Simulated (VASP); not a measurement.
# Pt (P6_3/mmc) in VASP: single point with PBE

Aim: the single point of Pt with PBE.

Everything below comes from runs of VASP 6.6.1. Logs are shortened: lines on timing, memory, paths and dates and some standing lists are left out, and cuts for length are marked.

### 1 The cell of the first run

It takes space group P6_3/mmc (No. 194, hexagonal). The conventional cell has a = 2.761 Å, b = 2.761 Å, c = 4.792 Å, α = 90.00°, β = 90.00°, γ = 120.00°. Pt (site symmetry -6m2) has 12 Pt at 2.76 to 2.88 Å within 3.6 Å.

### 2 Single point, PBE

Input file INCAR:

```
SYSTEM = Pt
PREC = Accurate
ENCUT = 500
EDIFF = 1E-6
ISMEAR = 0
SIGMA = 0.1
LREAL = .False.
LASPH = .True.
NELM = 120
ALGO = Normal
ISIF = 2
LWAVE = .False.
LCHARG = .False.
GGA = PE
NBANDS = 17
GGA_COMPAT = .False.
```

Input file KPOINTS:

```
Automatic mesh
0
Gamma
  9 9 4
  0 0 0
```

Input file POSCAR:

```
Pt
1.0
    2.7606656158      0.0000000000      0.0000000000
   -1.3803328079      2.3908065546      0.0000000000
    0.0000000000      0.0000000000      4.7921340000
Pt
2
Direct
    0.6666666700      0.3333333300      0.7500000000
    0.3333333300      0.6666666700      0.2500000000
```

Potentials or basis: VASP PAW PBE potentials, release 64 (Pt).

Command:

```sh
cat potpaw_PBE.64/Pt/POTCAR > POTCAR
mpirun -np 1 vasp_std > vasp.out
```

OUTCAR:

```text
SYSTEM = Pt
   PREC = Accurate
   ENCUT = 500
   EDIFF = 1E-6
   ISMEAR = 0
   LREAL = .False.
   LASPH = .True.
   NELM = 120
   ISIF = 2
   GGA = PE

 ion  position               nearest neighbor table
   1  0.667  0.333  0.750-   2 2.88   2 2.88   2 2.88   2 2.88   2 2.88   2 2.88
   2  0.333  0.667  0.250-   1 2.88   1 2.88   1 2.88   1 2.88   1 2.88   1 2.88

  LATTYP: Found a hexagonal cell.
 ALAT       =     2.7606656158
 C/A-ratio  =     1.7358618054

  Lattice vectors:

 A1 = (   2.7606656158,   0.0000000000,   0.0000000000)
 A2 = (  -1.3803328079,   2.3908065546,   0.0000000000)
 A3 = (   0.0000000000,   0.0000000000,   4.7921340000)

Analysis of symmetry for initial positions (statically):
=====================================================================
 Subroutine PRICEL returns:
 Original cell was already a primitive cell.

 Routine SETGRP: Setting up the symmetry group for a
 hexagonal supercell.

 Subroutine GETGRP returns: Found 24 space group operations
 (whereof 12 operations were pure point group operations)
 out of a pool of 24 trial point group operations.

The static configuration has the point symmetry D_3d.
 The point group associated with its full space group is D_6h.

Analysis of symmetry for dynamics (positions and initial velocities):
=====================================================================
 Subroutine PRICEL returns:
 Original cell was already a primitive cell.

 Routine SETGRP: Setting up the symmetry group for a
 hexagonal supercell.

 Subroutine GETGRP returns: Found 24 space group operations
 (whereof 12 operations were pure point group operations)
 out of a pool of 24 trial point group operations.

The dynamic configuration has the point symmetry D_3d.
 The point group associated with its full space group is D_6h.

 Subroutine INISYM returns: Found 24 space group operations
 (whereof 12 operations are pure point group operations),
 and found     1 'primitive' translations

----------------------------------------------------------------------------------------

                                     Primitive cell

  volume of cell :      31.6291

  direct lattice vectors                    reciprocal lattice vectors
     2.760665616  0.000000000  0.000000000     0.362231483  0.209134444  0.000000000
    -1.380332808  2.390806555  0.000000000     0.000000000  0.418268888  0.000000000
     0.000000000  0.000000000  4.792134000     0.000000000  0.000000000  0.208675300

  length of vectors
     2.760665616  2.760665616  4.792134000     0.418268888  0.418268888  0.208675300

  position of ions in fractional coordinates (direct lattice)
     0.666666670  0.333333330  0.750000000
     0.333333330  0.666666670  0.250000000

  ion indices of the primitive-cell ions
   primitive index   ion index
                 1           1
                 2           2

----------------------------------------------------------------------------------------

 KPOINTS: Automatic mesh

Automatic generation of k-mesh.
 Grid dimensions read from file:
 generate k-points for:    9    9    4

 Generating k-lattice:

  Cartesian coordinates                     Fractional coordinates (reciprocal lattice)
     0.040247943  0.023237160  0.000000000     0.111111111  0.000000000  0.000000000
     0.000000000  0.046474321  0.000000000     0.000000000  0.111111111  0.000000000
     0.000000000  0.000000000  0.052168825     0.000000000  0.000000000  0.250000000

  Length of vectors
     0.046474321  0.046474321  0.052168825

  Shift w.r.t. Gamma in fractional coordinates (k-lattice)
     0.000000000  0.000000000  0.000000000

 Subroutine IBZKPT returns following result:
 ===========================================

 Found     36 irreducible k-points:

 Following reciprocal coordinates:
            Coordinates               Weight
  0.000000  0.000000  0.000000      1.000000
  0.111111  0.000000  0.000000      6.000000
  0.222222  0.000000  0.000000      6.000000
  0.333333  0.000000  0.000000      6.000000
  0.444444  0.000000  0.000000      6.000000
  0.111111  0.111111  0.000000      6.000000
[... 16 lines left out ...]
  0.333333  0.222222  0.250000     24.000000
  0.333333  0.333333  0.250000      4.000000
 [... further k-points ...]
   k-points           NKPTS =     36   k-points in BZ     NKDIM =     36   number of bands    NBANDS=     17
   number of dos      NEDOS =    301   number of ions     NIONS =      2
   total plane-waves  NPLWV =  14400
   dimension x,y,z NGX =    20 NGY =   20 NGZ =   36
   dimension x,y,z NGXF=    40 NGYF=   40 NGZF=   72
   ions per type =               2
   NGX,Y,Z   is equivalent  to a cutoff of  12.04, 12.04, 12.49 a.u.
   NGXF,Y,Z  is equivalent  to a cutoff of  24.09, 24.09, 24.98 a.u.
 SYSTEM =  Pt
   PREC   = accura    normal or accurate (medium, high low for compatibility)
   ISTART =      0    job   : 0-new  1-cont  2-samecut
   ICHARG =      2    charge: 1-file 2-atom 10-const
   ISPIN  =      1    spin polarized calculation?
   LNONCOLLINEAR =      F non collinear calculations
   LSORBIT =      F    spin-orbit coupling
   LASPH  =      T    aspherical Exc in radial PAW
   ENCUT  =  500.0 eV  36.75 Ry    6.06 a.u.   5.03  5.03  8.74*2*pi/ulx,y,z
   NELM   =    120;   NELMIN=  2; NELMDL= -5     # of ELM steps
   EDIFF  = 0.1E-05   stopping-criterion for ELM
   LREAL  =      F    real-space projection
   EDIFFG = 0.1E-04   stopping-criterion for IOM
   NSW    =      0    number of steps for IOM
   IBRION =     -1    ionic relax: 0-MD 1-quasi-New 2-CG
   NFREE  =      0    steps in history (QN), initial steepest desc. (CG)
   ISIF   =      2    stress and relaxation
   ISYM   =      2    0-nonsym 1-usesym 2-fastsym
   POTIM  = 0.5000    time-step for ionic-motion
   TEBEG  =    0.0;   TEEND  =   0.0 temperature during run
   PSTRESS=    0.0 pullay stress
   NELECT =      20.0000    total number of electrons
   NUPDOWN=      -1.0000    fix difference up-down
   EMIN   =  10.00;   EMAX   =-10.00  energy-range for DOS
   EFERMI =   0.00;   METHOD = LEGACY
   ISMEAR =     0;   SIGMA  =   0.10  broadening in eV -4-tet -1-fermi 0-gaus
   EFERMI_NEDOS =   21; number of points for ismear=-14 and -15
   IALGO  =     38    algorithm
   IMIX   =      4    mixing-type and parameters
     AMIX     =   0.40;   BMIX     =  1.00
     AMIX_MAG =   1.60;   BMIX_MAG =  1.00
  volume/ion in A,a.u.               =      15.81       106.72
  Fermi-wavevector in a.u.,A,eV,Ry     =   1.405149  2.655347 26.863944  1.974444
  Thomas-Fermi vector in A             =   2.527639
   LORBIT       =      0    0 simple, 1 ext, 2 COOP (PROOUT), +10 PAW based schemes
   GGA     = PE    functional components
   LHFCALC =     F    Hartree Fock is set to
   AEXX    =    0.0000 exact exchange contribution
   IVDW    =     0    specifies the selected vdW correction
   LEPSILON=     F    determine dielectric tensor
   LRPA    =     F    only Hartree local field effects (RPA)
 non-spin polarized calculation
 Gauss-broadening in eV      SIGMA  =   0.10
  energy-cutoff  :      500.00
  volume of cell :       31.63
 maximum number of plane-waves:       825
   NGX = 11   NGY = 11   NGZ = 17

 number of electron      19.9999999 magnetization

 Free energy of the ion-electron system (eV)
  ---------------------------------------------------
  ext. energy  EPLUGINS =         0.00000000
  ---------------------------------------------------
  free energy    TOTEN  =       -12.08447006 eV

  energy without entropy =      -12.05984500  energy(sigma->0) =      -12.07215753

 E-fermi :  10.3406     XC(G=0): -13.2019

 val. band max:       10.3251529734   @ k =   0.2222   0.1111   0.5000
 cond. band min:      10.3439969931   @ k =   0.3333   0.0000   0.0000
 fundamental gap:      0.0188440197
 Fermi energy:        10.3405581185

 k-point     1 :       0.0000    0.0000    0.0000
  band No.  band energies     occupation
      1       0.6777      2.00000
      2       3.3138      2.00000
      3       6.4254      2.00000
      4       6.9425      2.00000
      5       6.9425      2.00000
      6       7.3052      2.00000
[... 9 lines left out ...]
     16      27.6321      0.00000
     17      31.4032      0.00000

 k-point     2 :       0.1111    0.0000    0.0000
  band No.  band energies     occupation
      1       1.1186      2.00000
      2       3.7107      2.00000
      3       6.3429      2.00000
      4       6.9452      2.00000
      5       7.1450      2.00000
      6       7.2804      2.00000
[... 9 lines left out ...]
     16      27.9510      0.00000
     17      29.6410      0.00000

 k-point     3 :       0.2222    0.0000    0.0000
  band No.  band energies     occupation
      1       2.2872      2.00000
      2       4.4693      2.00000
      3       6.1689      2.00000
      4       6.3569      2.00000
      5       6.5927      2.00000
      6       7.7547      2.00000
[... 9 lines left out ...]
     16      26.9158      0.00000
     17      28.6522      0.00000

 k-point     4 :       0.3333    0.0000    0.0000
  band No.  band energies     occupation
      1       3.5265      2.00000
      2       4.3788      2.00000
      3       5.3105      2.00000
      4       6.5111      2.00000
      5       7.0617      2.00000
      6       7.3683      2.00000
[... 9 lines left out ...]
     16      25.1396      0.00000
     17      25.6901      0.00000

 k-point     5 :       0.4444    0.0000    0.0000
  band No.  band energies     occupation
      1       3.9503      2.00000
      2       4.0775      2.00000
      3       4.7728      2.00000
      4       7.0488      2.00000
      5       7.2362      2.00000
      6       7.2815      2.00000
[... 9 lines left out ...]
     16      22.6370      0.00000
     17      23.8579      0.00000

 k-point     6 :       0.1111    0.1111    0.0000
  band No.  band energies     occupation
      1       1.9394      2.00000
      2       4.3805      2.00000
      3       6.0199      2.00000
      4       6.7838      2.00000
      5       6.7943      2.00000
      6       7.2394      2.00000
[... 9 lines left out ...]
     16      27.7448      0.00000
     17      28.1090      0.00000

 k-point     7 :       0.2222    0.1111    0.0000
  band No.  band energies     occupation
      1       3.2776      2.00000
      2       4.8714      2.00000
      3       5.7220      2.00000
      4       5.9733      2.00000
      5       6.6245      2.00000
      6       7.1672      2.00000
[... 9 lines left out ...]
     16      26.2218      0.00000
     17      28.3744      0.00000

 k-point     8 :       0.3333    0.1111    0.0000
  band No.  band energies     occupation
      1       4.1973      2.00000
      2       4.5058      2.00000
      3       5.0193      2.00000
      4       6.6743      2.00000
      5       6.9368      2.00000
      6       7.2822      2.00000
[... 9 lines left out ...]
     16      24.1077      0.00000
     17      24.7598      0.00000
[... 203 lines left out ...]
      1       3.5529      2.00000
      2       4.9718      2.00000
      3       5.3732      2.00000
      4       6.0997      2.00000
      5       6.4129      2.00000
      6       7.1415      2.00000
[... 9 lines left out ...]
     16      25.6950      0.00000
     17      27.0538      0.00000

 k-point    20 :       0.3333    0.1111    0.2500
  band No.  band energies     occupation
      1       4.0274      2.00000
      2       4.5891      2.00000
      3       5.3352      2.00000
      4       5.7723      2.00000
      5       7.0911      2.00000
      6       7.8139      2.00000
[... 9 lines left out ...]
     16      23.7176      0.00000
     17      25.5899      0.00000

 k-point    21 :       0.4444    0.1111    0.2500
  band No.  band energies     occupation
      1       3.9931      2.00000
      2       4.3977      2.00000
      3       5.4239      2.00000
      4       5.6463      2.00000
      5       6.9745      2.00000
      6       8.1700      2.00000
[... 9 lines left out ...]
     16      23.6695      0.00000
     17      24.4963      0.00000

 k-point    22 :       0.2222    0.2222    0.2500
  band No.  band energies     occupation
      1       4.5781      2.00000
      2       4.9725      2.00000
      3       5.5345      2.00000
      4       5.8995      2.00000
      5       6.8302      2.00000
      6       6.8485      2.00000
[... 9 lines left out ...]
     16      24.0646      0.00000
     17      24.8880      0.00000

 k-point    23 :       0.3333    0.2222    0.2500
  band No.  band energies     occupation
      1       4.6680      2.00000
      2       5.3123      2.00000
      3       5.4427      2.00000
      4       5.9954      2.00000
      5       6.4911      2.00000
      6       7.3458      2.00000
[... 9 lines left out ...]
     16      23.1144      0.00000
     17      24.3895      0.00000

 k-point    24 :       0.3333    0.3333    0.2500
  band No.  band energies     occupation
      1       5.2968      2.00000
      2       5.4633      2.00000
      3       5.4633      2.00000
      4       6.1121      2.00000
      5       6.7164      2.00000
      6       6.7164      2.00000
[... 9 lines left out ...]
     16      21.0066      0.00000
     17      25.9732      0.00000

 [... further k-points ...]

------------------------ aborting loop because EDIFF is reached ----------------------------------------

  FORCE on cell =-STRESS in cart. coord.  units (eV):
  Direction    XX          YY          ZZ          XY          YZ          ZX
  --------------------------------------------------------------------------------------
  -------------------------------------------------------------------------------------
  Total       -0.2851292     -0.2851292     -0.1976750      0.0000000      0.0000000      0.0000000
  in kB      -14.4432538    -14.4432538    -10.0132527      0.0000000      0.0000000      0.0000000
  external PRESSURE =     -12.9665868 kB  Pullay stress =       0.0000000 kB

 VOLUME and BASIS-vectors are now :
 -----------------------------------------------------------------------------
  energy-cutoff  :      500.00
  volume of cell :       31.63
      direct lattice vectors                 reciprocal lattice vectors
     2.760665616  0.000000000  0.000000000     0.362231483  0.209134444  0.000000000
    -1.380332808  2.390806555  0.000000000     0.000000000  0.418268888  0.000000000
     0.000000000  0.000000000  4.792134000     0.000000000  0.000000000  0.208675300

 POSITION                                       TOTAL-FORCE (eV/Angst)
 -----------------------------------------------------------------------------------
      1.38033      0.79694      3.59410         0.000000     -0.000000      0.000000
     -0.00000      1.59387      1.19803        -0.000000      0.000000      0.000000
 -----------------------------------------------------------------------------------
    total drift:                               -0.000001      0.000001     -0.000000

  FREE ENERGIE OF THE ION-ELECTRON SYSTEM (eV)
  ---------------------------------------------------
  free  energy   TOTEN  =       -12.0844700638 eV

  energy  without entropy=      -12.0598450030  energy(sigma->0) =      -12.07215753
```

Run time: 26 s. Hardware: 1 thread of Intel Xeon 8259CL, shared host; peak memory 0.15 GiB.

Results:

```
Free energy            : -12.0845 eV
Pressure               : -1.3 GPa
Band gap on the k mesh : zero (band 10 reaches 10.69 eV, above the bottom of band 11 at 9.56 eV)
```

Caveat: spin-orbit coupling is left out, which moves the levels of the heavy elements.
